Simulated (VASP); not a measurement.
**Al: single point with r2SCAN**

Crystal: Al.

```
CELL_PARAMETERS angstrom
-0.02046 1.97065 2.04383
2.00266 0.00997 2.01341
2.05929 1.99687 -0.04667
ATOMIC_POSITIONS crystal
Al 0.00000 0.00000 0.00000
```

```yaml
Program: VASP 6.6.1
Task: single point
Functional: r2SCAN
Potentials_or_basis: VASP PAW PBE potentials, release 64 (Al)
Cutoff: 520 eV
k_mesh: 18 × 19 × 18
Occupations: fermi-dirac, width 0.05 eV
Spin: no spin polarisation
Dipole_correction: no
Further_INCAR_settings: ALGO = Normal; EDIFF = 1e-07; NBANDS = 8
```

```json
{"Pressure": "-3.4 GPa"}
```

Stress tensor (GPa, compression positive):
```
-3.99 -0.74  1.35
-0.74 -1.50  0.48
 1.35  0.48 -4.78
```

Levels at points of the mesh, in eV from the Fermi level:
```tsv
k point	band 1	band 2	band 3	band 4
(0.00, 0.00, 0.00)	-11.81	12.49	13.56	13.87
(0.50, 0.00, 0.00)	-5.01	-4.59	12.08	12.16
(0.00, 0.00, 0.50)	-5.16	-4.93	12.20	12.47
(0.50, 0.00, 0.50)	-2.79	-1.17	4.86	5.10
```

Run time: 8.5 min on 1 thread of Intel(R) Xeon(R) 6975P-C (Granite Rapids), with other jobs on the host, peak memory 0.43 GiB.

Caveat: the PAW data sets were made with another functional, which shifts forces and pressure a little.
